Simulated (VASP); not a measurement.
Crystal: ZnSe.

```xyz
2
Lattice="0.0000 2.8324 2.8324 2.8324 0.0000 2.8324 2.8324 2.8324 0.0000" Properties=species:S:1:pos:R:3 pbc="T T T"
Zn    0.0000    0.0000    0.0000
Se    1.4162    1.4162    1.4162
```

Base run:

- Program: VASP 6.6.1
- Functional: PBE
- Potentials or basis: VASP PAW PBE potentials, release 64 (Zn, Se)
- Cutoff: 500 eV
- k mesh: 6 × 6 × 6
- Occupations: gaussian, width 0.01 eV
- Spin: no spin polarisation

Its results: band gap on the k mesh 1.29 eV; pressure 2.5 GPa.

Problem. The run is repeated on the same cell with these changes: functional from PBE to r2SCAN; cutoff from 500 eV to 550 eV. What comes out?

Solution. Band gap on the k mesh 1.87 eV; pressure 0.1 GPa.

Caveats: the PAW data sets were made with another functional, which shifts forces and pressure a little (at least some runs).

